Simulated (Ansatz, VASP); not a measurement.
TiAl3 in VASP and in Ansatz

Contents of INCAR:

```
SYSTEM = TiAl3
ALGO = Fast
EDIFF = 1E-6
ENCUT = 520
GGA = PE
ISIF = 2
ISMEAR = 0
LASPH = .True.
LCHARG = .True.
LELF = .True.
LREAL = .False.
LVHAR = .True.
LWAVE = .False.
NBANDS = 18
NELM = 100
PREC = Accurate
SIGMA = 0.15
```

Contents of KPOINTS:

```
k-points
0
Gamma
  18 18 18
  0 0 0
```

File POSCAR:

```
TiAl3
1.0
   -1.9226734292      1.9226734292      4.3114047966
    1.9226734292     -1.9226734292      4.3114047966
    1.9226734292      1.9226734292     -4.3114047966
Ti Al
1 3
Direct
    0.0000000000      0.0000000000      0.0000000000
    0.4884028519      0.4884028519      0.0000000000
    0.7500000000      0.2500000000      0.5000000000
    0.2500000000      0.7500000000      0.5000000000
```

Input for Ansatz:

```yaml
crystal:
  lattice:
    - [-1.9226734292, 1.9226734292, 4.3114047966]
    - [1.9226734292, -1.9226734292, 4.3114047966]
    - [1.9226734292, 1.9226734292, -4.3114047966]
  atoms:
    - { symbol: Ti, position: [0.0, 0.0, 0.0] }
    - { symbol: Al, position: [0.4884028519, 0.4884028519, 0.0] }
    - { symbol: Al, position: [0.75, 0.25, 0.5] }
    - { symbol: Al, position: [0.25, 0.75, 0.5] }
basis:
  ecutwfc: 420
kpoints:
  mp_grid: { grid: [18, 18, 18] }
hamiltonian:
  xc: pbe
scf:
  occupations: { method: gaussian, width: 0.15 }
output:
  forces: true
  stress: true
  eigenvalues: true
```

Alike in both runs: task single point; functional PBE; k mesh 18 × 18 × 18; occupations gaussian, width 0.15 eV; no spin polarisation.

```csv
,VASP,Ansatz
version,VASP 6.6.1,Ansatz 0.2.0
potentials or method,"VASP PAW PBE potentials, release 64 (Ti_sv, Al), cutoff 520 eV","scalar-relativistic, plane waves, PAW"
valence electrons in the cell,21,21
```

```csv
,VASP,Ansatz,Ansatz less VASP
gap on the k mesh at the Fermi level (eV),none,none,-
pressure (GPa),0.1,0.1,+0.04
rms of the force components (eV/Å),0.141,0.141,+0.0001
```

Atom by atom the forces differ by 0.000 eV/Å (rms over components). A gap of «none» marks a metal or a gap that the smearing closes.
